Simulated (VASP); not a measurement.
# CdI2 (P-3m1) in VASP: notebook, part 2 of 2

VASP 6.6.1.

### 5 Relaxation of cell and atoms, PBE+D3(BJ)

This run uses another cell than the first one, of 38.82 Å³/atom.

INCAR

```
SYSTEM = CdI2
PREC = Accurate
ENCUT = 500
EDIFF = 1E-7
ISMEAR = -1
SIGMA = 0.02
LREAL = .False.
LASPH = .True.
NELM = 120
ALGO = Normal
ISIF = 3
LWAVE = .False.
LCHARG = .False.
GGA = PE
IVDW = 12
IBRION = 2
NSW = 80
EDIFFG = -0.005
GGA_COMPAT = .False.
NELMIN = 4
```

KPOINTS

```
regular mesh
0
Gamma
  6 6 4
  0 0 0
```

POSCAR

```
CdI2
1.0
    4.2910112908      0.0000000000      0.0000000000
   -2.1455056454      3.7161247857      0.0000000000
    0.0000000000      0.0000000000      7.3035834400
Cd I
1 2
Direct
    0.0000000000      0.0000000000      0.0000000000
    0.3333333300      0.6666666700      0.2357908500
    0.6666666700      0.3333333300      0.7642091500
```

Potentials or basis: VASP PAW PBE potentials, release 64 (Cd, I).

Started as:

```
> cat potpaw_PBE.64/Cd/POTCAR potpaw_PBE.64/I/POTCAR > POTCAR
> mpirun -np 1 vasp_std > vasp.out
```

OUTCAR:

```text
SYSTEM = CdI2
   PREC = Accurate
   ENCUT = 500
   EDIFF = 1E-7
   ISMEAR = -1
   LREAL = .False.
   LASPH = .True.
   NELM = 120
   ISIF = 3
   GGA = PE
   IVDW = 12
   IBRION = 2
   NSW = 80
   EDIFFG = -0.005
   NELMIN = 4
 IVDW          = 12

 ion  position               nearest neighbor table
   1  0.000  0.000  0.000-   2 3.02   3 3.02   2 3.02   3 3.02   3 3.02   2 3.02
   2  0.333  0.667  0.236-   1 3.02   1 3.02   1 3.02
   3  0.667  0.333  0.764-   1 3.02   1 3.02   1 3.02

  LATTYP: Found a hexagonal cell.
 ALAT       =     4.2910112908
 C/A-ratio  =     1.7020657708

  Lattice vectors:

 A1 = (   4.2910112908,   0.0000000000,   0.0000000000)
 A2 = (  -2.1455056454,   3.7161247857,   0.0000000000)
 A3 = (   0.0000000000,   0.0000000000,   7.3035834400)

Analysis of symmetry for initial positions (statically):
=====================================================================
 Subroutine PRICEL returns:
 Original cell was already a primitive cell.

 Routine SETGRP: Setting up the symmetry group for a
 hexagonal supercell.

 Subroutine GETGRP returns: Found 12 space group operations
 (whereof 12 operations were pure point group operations)
 out of a pool of 24 trial point group operations.

[... 151 lines left out ...]
 NGX is ok and might be reduce to    32
   NGX = 15   NGY = 15   NGZ = 27

--------------------------------------- Ionic step        1  -------------------------------------------

 number of electron      26.0000001 magnetization

 Free energy of the ion-electron system (eV)
  ---------------------------------------------------
  ext. energy  EPLUGINS =         0.00000000
  ---------------------------------------------------
  free energy    TOTEN  =        -5.53790912 eV

  energy without entropy =       -5.53790912  energy(sigma->0) =       -5.53790912

------------------------ aborting loop because EDIFF is reached ----------------------------------------

 Edisp (eV)   -0.91604

 E8    (eV) :    -0.4108
[... 108 lines left out ...]
  FREE ENERGIE OF THE ION-ELECTRON SYSTEM (eV)
  ---------------------------------------------------
  free  energy   TOTEN  =        -6.4601615518 eV

  energy  without entropy=       -6.4601615518  energy(sigma->0) =       -6.46016155

[... ionic steps 4 to 14 ...]

--------------------------------------- Ionic step       15  -------------------------------------------

 number of electron      25.9999997 magnetization

------------------------ aborting loop because EDIFF is reached ----------------------------------------
[... 77 lines left out ...]
--------------------------------------- Ionic step       17  -------------------------------------------

 number of electron      25.9999997 magnetization

 Free energy of the ion-electron system (eV)
  ---------------------------------------------------
  ext. energy  EPLUGINS =         0.00000000
  ---------------------------------------------------
  free energy    TOTEN  =        -5.48477684 eV

  energy without entropy =       -5.48477684  energy(sigma->0) =       -5.48477684

 E-fermi :   2.5234     XC(G=0):  -8.6085

 val. band max:        2.0603502665   @ k =   0.0000   0.0000   0.5000
 cond. band min:       4.4006752599   @ k =   0.5000   0.0000   0.5000
 fundamental gap:      2.3403249934
 Fermi energy:         2.5234480727

 k-point     1 :       0.0000    0.0000    0.0000
  band No.  band energies     occupation
      1     -10.0440      2.00000
      2      -9.3293      2.00000
      3      -5.5205      2.00000
      4      -5.5205      2.00000
      5      -5.4105      2.00000
      6      -5.3302      2.00000
[... 503 lines left out ...]
  FREE ENERGIE OF THE ION-ELECTRON SYSTEM (eV)
  ---------------------------------------------------
  free  energy   TOTEN  =        -6.4865974306 eV

  energy  without entropy=       -6.4865974306  energy(sigma->0) =       -6.48659743

 reached required accuracy - stopping structural energy minimisation
```

Wall time 4.2 min (1 thread of AMD EPYC 9R45 (Zen 5), shared host); peak memory 0.23 GiB.

Results:

```
Free energy                           : -6.4866 eV
Relaxed volume                        : 35.51 Å³/atom
Relaxed cell                          : a = 4.249 Å, b = 4.249 Å, c = 6.813 Å, α = 90.00°, β = 90.00°, γ = 120.00°
Space group after relaxing (to 0.1 Å) : P-3m1 (No. 164)
Energy gained by relaxing             : 10.9 meV/atom
Ionic steps                           : 17
Pressure after relaxing               : 0.0 GPa
Band gap on the k mesh                : 2.34 eV (least direct gap 2.52 eV)
Dispersion energy per atom            : -0.334 eV
```

Step by step:
```
step  energy change (eV)  largest force (eV/Å)  pressure (GPa)  volume (Å³)
   1              0.0000                0.0458           -0.66       116.46
   2             -0.0062                0.1693            0.00       113.78
   3             -0.0062                0.1781            0.05       113.60
   4             -0.0093                0.1612            0.04       113.04
   5             -0.0169                0.1095            0.04       111.39
   6             -0.0238                0.0008            0.09       108.14
   7             -0.0283                0.0203           -0.04       107.84
   8             -0.0313                0.0791           -0.31       107.01
   9             -0.0317                0.0613           -0.24       107.24
  10             -0.0319                0.0351            0.27       105.59
  11             -0.0326                0.0104            0.02       106.36
  12             -0.0326                0.0082            0.01       106.46
  13             -0.0326                0.0068            0.00       106.52
  14             -0.0326                0.0066           -0.01       106.53
  15             -0.0326                0.0010            0.01       106.50
  16             -0.0326                0.0014            0.01       106.50
  17             -0.0326                0.0007            0.01       106.53
```

Final structure:
```xyz
3
Lattice="4.2492 0.0000 0.0000 -2.1246 3.6799 0.0000 0.0000 0.0000 6.8130" Properties=species:S:1:pos:R:3 pbc="T T T"
Cd   -2.1246    3.6799    6.8130
I     0.0000    2.4533    1.7304
I     2.1246    1.2266    5.0826
```

Caveat: spin-orbit coupling is left out, which moves the levels of the heavy elements.

### 6 The runs side by side

```csv
task,level,cell,k mesh,cutoff (eV),smearing,grid for exact exchange (PRECFOCK),share of exact exchange,screening parameter,gap on the mesh (eV),pressure (GPa),largest force (eV/Å)
single point,HSE06,"a = 4.249, b = 4.249, c = 6.884 Å, angles 90.0, 90.0, 120.0°, 3 atoms, atomic positions A",6 × 6 × 4,400,gaussian 0.01 eV,Normal,0.25,0.2079 1/Å,3.34,0.6,0.06
single point,PBE,"a = 4.249, b = 4.249, c = 6.884 Å, angles 90.0, 90.0, 120.0°, 3 atoms, atomic positions A",6 × 6 × 2,500,gaussian 0.01 eV,-,-,-,2.37,1.7,0.09
single point,PBE+D3(BJ),"a = 4.242, b = 4.242, c = 6.834 Å, angles 90.0, 90.0, 120.0°, 3 atoms, atomic positions B",6 × 6 × 4,500,fermi-dirac 0.02 eV,-,-,-,2.34,0.1,0.02
relaxation of cell and atoms,PBE+D3(BJ),"relaxed from a = 4.291, b = 4.291, c = 7.304 Å, angles 90.0, 90.0, 120.0°, 3 atoms, atomic positions C",6 × 6 × 4,500,fermi-dirac 0.02 eV,-,-,-,2.34,0.0,-
```

Alike in all rows: potentials or basis VASP PAW PBE potentials, release 64 (Cd, I); no spin polarisation.

Caveats: some runs use coarse meshes; spin-orbit coupling is left out, which moves the levels of the heavy elements; this functional lacks dispersion, which binds layers or chains, so the pressure and a relaxed spacing across them are unreliable (at least some runs); the PAW data sets were made with another functional, which shifts forces and pressure a little (at least some runs).

Absolute energies hang on the potentials; compare differences alone.
